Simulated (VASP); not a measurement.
Input of a VASP 6.6.1 run:

The input POSCAR:

```
BN
1.0
    2.5439665232      0.0000000000      0.0000000000
   -1.2719832616      2.2031396355      0.0000000000
    0.0000000000      0.0000000000      4.2077449317
B N
2 2
Direct
    0.6666666667      0.3333333333      0.9997995909
    0.3333333333      0.6666666667      0.4997995909
    0.6346290379      0.2692580757      0.6131477745
    0.3012957045      0.6025914090      0.1131477745
```

The input INCAR.step1:

```
PREC = Accurate
ENCUT = 520
ISMEAR = 0
SIGMA = 0.05
LREAL = False
LASPH = True
NELM = 100
NBANDS = 16
GGA = PE
ALGO = Normal
EDIFF = 1E-4
LWAVE = True
LCHARG = False
```

File INCAR.step2:

```
PREC = Accurate
ENCUT = 520
EDIFF = 1E-7
ISMEAR = 0
SIGMA = 0.05
LREAL = False
LASPH = True
NELM = 100
ALGO = Normal
ISIF = 2
LWAVE = False
LCHARG = True
METAGGA = R2SCAN
LMIXTAU = True
LELF = True
LVHAR = True
NBANDS = 16
ISTART = 1
```

KPOINTS

```
regular mesh
0
Gamma
  12 12 6
```

Potentials or basis: VASP PAW PBE potentials, release 64 (B, N).

The run is started by

```console
$ cat potpaw_PBE.64/B/POTCAR potpaw_PBE.64/N/POTCAR > POTCAR
$ cp INCAR.step1 INCAR
$ mpirun -np 1 vasp_std > vasp.out
$ cp INCAR.step2 INCAR
$ mpirun -np 1 vasp_std > vasp.out
```

(1) What does it give for the pressure?

(2) Estimate the band gap on the k mesh.

Answers

(1) 9.0 GPa.

(2) 5.37 eV (least direct gap 7.97 eV).

Caveat: the cell differs from its parent crystal (all N atoms moved +0.150 Å, as atom 3 towards its neighbour atom 2 (B) at 1.561 Å); the stress differs along the axes, from 6 to 15 GPa; the PAW data sets were made with another functional, which shifts forces and pressure a little.
